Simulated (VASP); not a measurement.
Input of a VASP 6.6.1 run:

File INCAR:

```
PREC = Accurate ; ENCUT = 600
EDIFF = 1E-6 ; ISMEAR = -1
SIGMA = 0.05 ; LREAL = F
LASPH = T ; NELM = 120
ALGO = Normal ; ISIF = 2
LWAVE = F ; LCHARG = F
GGA = PS ; NBANDS = 10
GGA_COMPAT = F
```

File KPOINTS:

```
regular mesh
0
Gamma
  14 14 14
```

POSCAR

```
Os
1.0
    0.0000000000      1.9705950404      1.9705950404
    1.9705950404      0.0000000000      1.9705950404
    1.9705950404      1.9705950404      0.0000000000
Os
1
Direct
    0.0000000000      0.0000000000      0.0000000000
```

Potentials or basis: VASP PAW PBE potentials, release 64 (Os).

Launch:

```bash
$ cat potpaw_PBE.64/Os/POTCAR > POTCAR
$ mpirun -np 1 vasp_std > vasp.out
```

Q: Estimate the pressure.

A: -31.6 GPa.

Q: Estimate the band gap on the k mesh.

A: Zero (bands 4 and 5 overlap by 3.34 eV).

Caveat: the cell stands under tension; the PAW data sets were made with another functional, which shifts forces and pressure a little; spin-orbit coupling is left out, which moves the levels of the heavy elements.
